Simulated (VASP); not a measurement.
Input of a VASP 6.6.1 run:

INCAR

```
SYSTEM = LiF
  PREC = Accurate
  ENCUT = 520
  EDIFF = 1E-7
  ISMEAR = 0
  SIGMA = 0.05
  LREAL = .False.
  LASPH = .True.
  NELM = 60
  ALGO = Normal
  ISIF = 2
  LWAVE = .False.
  LCHARG = .False.
  GGA = PE
  NBANDS = 18
```

KPOINTS

```
Automatic mesh
0
Gamma
  9 9 6
  0 0 0
```

Contents of POSCAR:

```
LiF
1.0
    3.1955814611      0.0000000000      0.0000000000
   -1.5977907305      2.7674547252      0.0000000000
    0.0000000000      0.0000000000      4.6904744686
Li F
2 2
Direct
    0.3333333333      0.6666666667      0.4320721835
    0.6666666667      0.3333333333      0.9320721835
    0.3333333333      0.6666666667      0.9939266766
    0.6666666667      0.3333333333      0.4939266766
```

Potentials or basis: VASP PAW PBE potentials, release 64 (Li_sv, F).

Run with:

```console
$ cat potpaw_PBE.64/Li_sv/POTCAR potpaw_PBE.64/F/POTCAR > POTCAR
$ mpirun -np 1 vasp_std > vasp.out
```

(1) Estimate the largest force.

(2) Predict the band gap on the k mesh.

Answers

(1) 0.183 eV/Å.

(2) 7.32 eV, direct.
